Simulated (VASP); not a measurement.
# BaTe in VASP: further runs

The runs below take BaTe through single point, with PBE, r2SCAN, HSE06.

All numbers are computed with VASP 6.6.1; they aren't measurements. Logs are shortened: lines on timing, memory, paths and dates and some standing lists are left out, and cuts for length are marked.

## (1) The cell of the first run

Symmetry: I4/mmm, No. 139, tetragonal system. The conventional cell has a = 4.937 Å, b = 4.937 Å, c = 7.065 Å, α = 90.00°, β = 90.00°, γ = 90.00°. Ba (site symmetry 4/mmm) has 6 Te at 3.49 to 3.53 Å within 4.6 Å. Te (site symmetry 4/mmm) has 6 Ba at 3.49 to 3.53 Å within 4.6 Å.

## (2) Single point, PBE (biaxial xy strain -1.2%)

Contents of INCAR:

```
ALGO = Normal
EDIFF = 1E-7
ENCUT = 520
GGA = PE
ISIF = 2
ISMEAR = -1
LASPH = True
LCHARG = False
LREAL = False
LWAVE = False
NBANDS = 15
NELM = 80
PREC = Accurate
SIGMA = 0.02
```

Contents of KPOINTS:

```
k-points
0
Gamma
  6 6 6
```

Contents of POSCAR:

```
BaTe
1.0
    0.0000000000      3.4907046699      3.5323868345
    3.4907046699      0.0000000000      3.5323868345
    3.4907046699      3.4907046699      0.0000000000
Ba Te
1 1
Direct
    0.0000000000      0.0000000000      0.0000000000
    0.5000000000      0.5000000000      0.5000000000
```

Potentials or basis: VASP PAW PBE potentials, release 64 (Ba_sv, Te).

Command:

```console
$ cat potpaw_PBE.64/Ba_sv/POTCAR potpaw_PBE.64/Te/POTCAR > POTCAR
$ mpirun -np 1 vasp_std > vasp.out
```

OUTCAR:

```text
EDIFF = 1E-7
   ENCUT = 520
   GGA = PE
   ISIF = 2
   ISMEAR = -1
   LASPH = True
   LREAL = False
   NELM = 80
   PREC = Accurate

 ion  position               nearest neighbor table
   1  0.000  0.000  0.000-   2 3.49   2 3.49   2 3.49   2 3.49   2 3.53   2 3.53
   2  0.500  0.500  0.500-   1 3.49   1 3.49   1 3.49   1 3.49   1 3.53   1 3.53

  LATTYP: Found a body centered tetragonal cell.
 ALAT       =     4.9366018864
 C/A-ratio  =     1.4311005488

  Lattice vectors:

 A1 = (  -3.4907046699,   0.0000000000,   3.5323868345)
 A2 = (   3.4907046699,   0.0000000000,   3.5323868345)
 A3 = (   0.0000000000,   3.4907046699,  -3.5323868345)

Analysis of symmetry for initial positions (statically):
=====================================================================
 Subroutine PRICEL returns:
 Original cell was already a primitive cell.

 Routine SETGRP: Setting up the symmetry group for a
 body centered tetragonal supercell.

 Subroutine GETGRP returns: Found 16 space group operations
 (whereof 16 operations were pure point group operations)
 out of a pool of 16 trial point group operations.

The static configuration has the point symmetry D_4h.

Analysis of symmetry for dynamics (positions and initial velocities):
=====================================================================
 Subroutine PRICEL returns:
 Original cell was already a primitive cell.

 Routine SETGRP: Setting up the symmetry group for a
 body centered tetragonal supercell.

 Subroutine GETGRP returns: Found 16 space group operations
 (whereof 16 operations were pure point group operations)
 out of a pool of 16 trial point group operations.

The dynamic configuration has the point symmetry D_4h.

 Subroutine INISYM returns: Found 16 space group operations
 (whereof 16 operations are pure point group operations),
 and found     1 'primitive' translations

----------------------------------------------------------------------------------------

                                     Primitive cell

  volume of cell :      86.0844

  direct lattice vectors                    reciprocal lattice vectors
     0.000000000  3.490704670  3.532386835    -0.143237554  0.143237554  0.141547351
     3.490704670  0.000000000  3.532386835     0.143237554 -0.143237554  0.141547351
     3.490704670  3.490704670  0.000000000     0.143237554  0.143237554 -0.141547351

  length of vectors
     4.966163090  4.966163090  4.936601886     0.247122736  0.247122736  0.247122736

  position of ions in fractional coordinates (direct lattice)
[... 85 lines left out ...]
   ISIF   =      2    stress and relaxation
   ISYM   =      2    0-nonsym 1-usesym 2-fastsym
   POTIM  = 0.5000    time-step for ionic-motion
   TEBEG  =    0.0;   TEEND  =   0.0 temperature during run
   PSTRESS=    0.0 pullay stress
   NELECT =      16.0000    total number of electrons
   NUPDOWN=      -1.0000    fix difference up-down
   EMIN   =  10.00;   EMAX   =-10.00  energy-range for DOS
   EFERMI =   0.00;   METHOD = LEGACY
   ISMEAR =    -1;   SIGMA  =   0.02  broadening in eV -4-tet -1-fermi 0-gaus
   EFERMI_NEDOS =   21; number of points for ismear=-14 and -15
   IALGO  =     38    algorithm
   IMIX   =      4    mixing-type and parameters
     AMIX     =   0.40;   BMIX     =  1.00
     AMIX_MAG =   1.60;   BMIX_MAG =  1.00
  volume/ion in A,a.u.               =      43.04       290.46
  Fermi-wavevector in a.u.,A,eV,Ry     =   0.934272  1.765518 11.876038  0.872864
  Thomas-Fermi vector in A             =   2.061060
   LORBIT       =      0    0 simple, 1 ext, 2 COOP (PROOUT), +10 PAW based schemes
   GGA     = PE    functional components
   LHFCALC =     F    Hartree Fock is set to
   AEXX    =    0.0000 exact exchange contribution
   IVDW    =     0    specifies the selected vdW correction
   LEPSILON=     F    determine dielectric tensor
   LRPA    =     F    only Hartree local field effects (RPA)
 non-spin polarized calculation
  energy-cutoff  :      520.00
  volume of cell :       86.08
 maximum number of plane-waves:      2331
 NGX is ok and might be reduce to    40
   NGX = 19   NGY = 19   NGZ = 19

 number of electron      15.9999999 magnetization

 Free energy of the ion-electron system (eV)
  ---------------------------------------------------
  ext. energy  EPLUGINS =         0.00000000
  ---------------------------------------------------
  free energy    TOTEN  =        -8.61789510 eV

  energy without entropy =       -8.61789510  energy(sigma->0) =       -8.61789510

 E-fermi :   2.6625     XC(G=0):  -8.2300

 val. band max:        2.2631095927   @ k =   0.0000   0.0000   0.0000
 cond. band min:       3.7802940199   @ k =   0.5000   0.0000   0.5000
 fundamental gap:      1.5171844272
 Fermi energy:         2.6625164385

 k-point     1 :       0.0000    0.0000    0.0000
  band No.  band energies     occupation
      1     -24.7768      2.00000
      2      -9.9285      2.00000
      3      -9.9285      2.00000
      4      -9.9274      2.00000
      5      -7.2801      2.00000
      6       2.2333      2.00000
      7       2.2631      2.00000
      8       2.2631      2.00000
      9       5.1324      0.00000
     10       5.1392      0.00000
     11       5.2063      0.00000
     12       5.2063      0.00000
     13       5.7793      0.00000
     14       5.8189      0.00000
[... 401 lines left out ...]
      2     -10.1521      2.00000
      3     -10.0355      2.00000
      4      -9.9939      2.00000
      5      -6.9393      2.00000
      6       0.9540      2.00000
      7       1.4325      2.00000
      8       1.6528      2.00000
      9       4.3634      0.00000
     10       7.1354      0.00000
     11       7.3703      0.00000
     12       7.5826      0.00000
     13       7.7185      0.00000
     14       8.0939      0.00000
     15       9.9631      0.00000

 [... further k-points ...]
[... 5 lines left out ...]
  --------------------------------------------------------------------------------------
  -------------------------------------------------------------------------------------
  Total        0.7094237      0.7094237      0.2825384      0.0000000      0.0000000      0.0000000
  in kB       13.2035838     13.2035838      5.2585200      0.0000000      0.0000000      0.0000000
  external PRESSURE =      10.5552292 kB  Pullay stress =       0.0000000 kB

 VOLUME and BASIS-vectors are now :
 -----------------------------------------------------------------------------
  energy-cutoff  :      520.00
  volume of cell :       86.08
      direct lattice vectors                 reciprocal lattice vectors
     0.000000000  3.490704670  3.532386835    -0.143237554  0.143237554  0.141547351
     3.490704670  0.000000000  3.532386835     0.143237554 -0.143237554  0.141547351
     3.490704670  3.490704670  0.000000000     0.143237554  0.143237554 -0.141547351

 POSITION                                       TOTAL-FORCE (eV/Angst)
 -----------------------------------------------------------------------------------
      0.00000      0.00000      0.00000         0.000000      0.000000      0.000000
      3.49070      3.49070      3.53239         0.000000      0.000000     -0.000000
 -----------------------------------------------------------------------------------
    total drift:                                0.000000     -0.000000     -0.000000

  FREE ENERGIE OF THE ION-ELECTRON SYSTEM (eV)
  ---------------------------------------------------
  free  energy   TOTEN  =        -8.6178950966 eV

  energy  without entropy=       -8.6178950966  energy(sigma->0) =       -8.61789510
```

stdout:

```text
POSCAR found type information on POSCAR BaTe
 POSCAR found :  2 types and       2 ions
 scaLAPACK will be used
 LDA part: xc-table for (Slater+PW92), standard interpolation
 POSCAR, INCAR and KPOINTS ok, starting setup
 FFT: planning ... GRIDC
 FFT: planning ... GRID_SOFT
 FFT: planning ... GRID
 WAVECAR not read
 entering main loop
```

Run time: 45 s. Hardware: 1 thread of Intel Xeon Platinum 8259CL at 2.50GHz (Skylake/Cascade Lake), shared host; peak memory 0.25 GiB.

Results:

```
Free energy            : -8.6179 eV
Pressure               : 1.1 GPa
Band gap on the k mesh : 1.52 eV, indirect (least direct gap 1.89 eV)
```

Caveat: the cell differs from its parent crystal (biaxial xy strain -1.2%); spin-orbit coupling is left out, which moves the levels of the heavy elements. A k mesh can miss the band edges.

## (3) Single point, PBE (strain along [111] +2.8%)

Contents of INCAR:

```
SYSTEM = BaTe
  ALGO = Normal
  EDIFF = 1E-6
  ENCUT = 520
  GGA = PE
  ISIF = 2
  ISMEAR = -1
  LASPH = .True.
  LCHARG = .False.
  LREAL = .False.
  LWAVE = .False.
  NBANDS = 15
  NELM = 100
  PREC = Accurate
  SIGMA = 0.02
```

Contents of KPOINTS:

```
k-points
0
Gamma
  6 6 6
  0 0 0
```

Contents of POSCAR:

```
BaTe
1.0
    0.0666443649      3.5990311994      3.5990311994
    3.5990311994      0.0666443649      3.5990311994
    3.5990311994      3.5990311994      0.0666443649
Ba Te
1 1
Direct
    0.0000000000      0.0000000000      0.0000000000
    0.5000000000      0.5000000000      0.5000000000
```

Potentials or basis: VASP PAW PBE potentials, release 64 (Ba_sv, Te).

Command:

```console
$ cat potpaw_PBE.64/Ba_sv/POTCAR potpaw_PBE.64/Te/POTCAR > POTCAR
$ mpirun -np 1 vasp_std > vasp.out
```

OUTCAR:

```text
SYSTEM = BaTe
   EDIFF = 1E-6
   ENCUT = 520
   GGA = PE
   ISIF = 2
   ISMEAR = -1
   LASPH = .True.
   LREAL = .False.
   NELM = 100
   PREC = Accurate

 ion  position               nearest neighbor table
   1  0.000  0.000  0.000-   2 3.57   2 3.57   2 3.57   2 3.57   2 3.57   2 3.57
   2  0.500  0.500  0.500-   1 3.57   1 3.57   1 3.57   1 3.57   1 3.57   1 3.57

  LATTYP: Found a trigonal (rhomboedric) cell.
 ALAT       =     5.0902350260
 COS(alpha) =     0.5184284247

  Lattice vectors:

 A1 = (   0.0666443649,   3.5990311994,   3.5990311994)
 A2 = (   3.5990311994,   0.0666443649,   3.5990311994)
 A3 = (   3.5990311994,   3.5990311994,   0.0666443649)

Analysis of symmetry for initial positions (statically):
=====================================================================
 Subroutine PRICEL returns:
 Original cell was already a primitive cell.

 Routine SETGRP: Setting up the symmetry group for a
 trigonal (rhombohedral) supercell.

 Subroutine GETGRP returns: Found 12 space group operations
 (whereof 12 operations were pure point group operations)
 out of a pool of 12 trial point group operations.

The static configuration has the point symmetry D_3d.

[... 175 lines left out ...]
      7       1.9719      2.00000
      8       1.9719      2.00000
      9       4.5869      0.00000
     10       4.8306      0.00000
     11       4.9466      0.00000
     12       4.9466      0.00000
     13       5.4577      0.00000
     14       5.4577      0.00000
[... 401 lines left out ...]
      2     -10.5134      2.00000
      3     -10.4716      2.00000
      4     -10.4596      2.00000
      5      -7.1758      2.00000
      6       0.9059      2.00000
      7       0.9296      2.00000
      8       1.2212      2.00000
      9       4.5305      0.00000
     10       6.3875      0.00000
     11       6.4715      0.00000
     12       6.9952      0.00000
     13       7.5006      0.00000
     14       8.1349      0.00000
     15       9.7647      0.00000

 [... further k-points ...]

------------------------ aborting loop because EDIFF is reached ----------------------------------------

  FORCE on cell =-STRESS in cart. coord.  units (eV):
  Direction    XX          YY          ZZ          XY          YZ          ZX
  --------------------------------------------------------------------------------------
  -------------------------------------------------------------------------------------
  Total       -0.2756948     -0.2756948     -0.2756948     -0.1261761     -0.1261761     -0.1261761
  in kB       -4.8728663     -4.8728663     -4.8728663     -2.2301446     -2.2301446     -2.2301446
  external PRESSURE =      -4.8728663 kB  Pullay stress =       0.0000000 kB

 VOLUME and BASIS-vectors are now :
 -----------------------------------------------------------------------------
  energy-cutoff  :      520.00
  volume of cell :       90.65
      direct lattice vectors                 reciprocal lattice vectors
     0.066644365  3.599031199  3.599031199    -0.142845867  0.140248836  0.140248836
     3.599031199  0.066644365  3.599031199     0.140248836 -0.142845867  0.140248836
     3.599031199  3.599031199  0.066644365     0.140248836  0.140248836 -0.142845867

 POSITION                                       TOTAL-FORCE (eV/Angst)
 -----------------------------------------------------------------------------------
      0.00000      0.00000      0.00000        -0.000000      0.000000     -0.000000
      3.63235      3.63235      3.63235         0.000000     -0.000000      0.000000
 -----------------------------------------------------------------------------------
    total drift:                                0.000000     -0.000000     -0.000000

  FREE ENERGIE OF THE ION-ELECTRON SYSTEM (eV)
  ---------------------------------------------------
  free  energy   TOTEN  =        -8.6233060401 eV

  energy  without entropy=       -8.6233060401  energy(sigma->0) =       -8.62330604
```

stdout:

```text
POSCAR found type information on POSCAR BaTe
 POSCAR found :  2 types and       2 ions
 scaLAPACK will be used
 LDA part: xc-table for (Slater+PW92), standard interpolation
 POSCAR, INCAR and KPOINTS ok, starting setup
 FFT: planning ... GRIDC
 FFT: planning ... GRID_SOFT
 FFT: planning ... GRID
 WAVECAR not read
 entering main loop
```

Wall time 54 s (1 thread of Intel Xeon Platinum 8259CL at 2.50GHz (Skylake/Cascade Lake), shared host); peak memory 0.25 GiB.

Results:

```
Free energy            : -8.6233 eV
Pressure               : -0.5 GPa
Band gap on the k mesh : 1.60 eV, indirect (least direct gap 1.97 eV)
```

Caveat: the cell differs from its parent crystal (strain along [111] +2.8%); spin-orbit coupling is left out, which moves the levels of the heavy elements. A k mesh can miss the band edges.

(Part 1 of 2 ends here.)
